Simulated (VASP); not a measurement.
Wanted: the native input for a VASP 6.6.1 run.

```yaml
Task: single point
Functional: r2SCAN
Potentials_or_basis: VASP PAW PBE potentials, release 64 (Ti_sv, O)
Cutoff: 520 eV
k_mesh: 6 × 5 × 6
Occupations: fermi-dirac, width 0.05 eV
Spin: no spin polarisation
Dipole_correction: no
Further_INCAR_settings: ALGO = Normal; EDIFF = 1e-06; NBANDS = 60
```

TiO2:

```
Ti O
1.0
     4.54493    0.00000    0.00000
     0.00000    5.51369    0.00000
     0.00000    0.00000    4.89415
Ti O
4 8
Cartesian
  0.0000 0.9687 3.6706
  2.2725 1.7881 1.2235
  0.0000 4.5450 1.2235
  2.2725 3.7256 3.6706
  1.2321 2.1050 4.4984
  3.5046 0.6519 0.3957
  1.0403 0.6519 2.0513
  3.3128 2.1050 2.8428
  1.2321 3.4087 2.0513
  3.5046 4.8618 2.8428
  1.0403 4.8618 4.4984
  3.3128 3.4087 0.3957
```

These files were run (other wordings do the same):

POSCAR

```
TiO2
1.0
    4.5449335227      0.0000000000      0.0000000000
    0.0000000000      5.5136865472      0.0000000000
    0.0000000000      0.0000000000      4.8941464861
Ti O
4 8
Direct
    0.0000000000      0.1756961057      0.7500000000
    0.5000000000      0.3243038943      0.2500000000
    0.0000000000      0.8243038943      0.2500000000
    0.5000000000      0.6756961057      0.7500000000
    0.2711015259      0.3817728760      0.9191415249
    0.7711015259      0.1182271240      0.0808584751
    0.2288984741      0.1182271240      0.4191415249
    0.7288984741      0.3817728760      0.5808584751
    0.2711015259      0.6182271240      0.4191415249
    0.7711015259      0.8817728760      0.5808584751
    0.2288984741      0.8817728760      0.9191415249
    0.7288984741      0.6182271240      0.0808584751
```

INCAR.step1

```
SYSTEM = TiO2
ALGO = Normal ; EDIFF = 1E-4
ENCUT = 520 ; GGA = PE
ISMEAR = -1 ; LASPH = .TRUE.
LCHARG = .FALSE. ; LREAL = .FALSE.
LWAVE = .TRUE. ; NBANDS = 60
NELM = 80 ; PREC = Accurate
SIGMA = 0.05
```

INCAR.step2

```
SYSTEM = TiO2
ALGO = Normal ; EDIFF = 1E-6
ENCUT = 520 ; ISIF = 2
ISMEAR = -1 ; ISTART = 1
LASPH = .TRUE. ; LCHARG = .FALSE.
LMIXTAU = .TRUE. ; LREAL = .FALSE.
LWAVE = .FALSE. ; METAGGA = R2SCAN
NBANDS = 60 ; NELM = 80
PREC = Accurate ; SIGMA = 0.05
```

KPOINTS

```
k-points
0
G
  6 5 6
  0 0 0
```

Potentials or basis: VASP PAW PBE potentials, release 64 (Ti_sv, O).

Run with:

```bash
$ cat potpaw_PBE.64/Ti_sv/POTCAR potpaw_PBE.64/O/POTCAR > POTCAR
$ cp INCAR.step1 INCAR
$ mpirun -np 1 vasp_std > vasp.out
$ cp INCAR.step2 INCAR
$ mpirun -np 1 vasp_std > vasp.out
```

It gave:

* Pressure: 1.4 GPa
* Largest force: 0.107 eV/Å
* Band gap on the k mesh: 3.06 eV (least direct gap 3.09 eV)

Caveat: the PAW data sets were made with another functional, which shifts forces and pressure a little.

It took 23 min on 1 thread of Intel(R) Xeon(R) Platinum 8259CL CPU @ 2.50GHz (Skylake/Cascade Lake), on a shared host, peak memory 0.4 GiB.
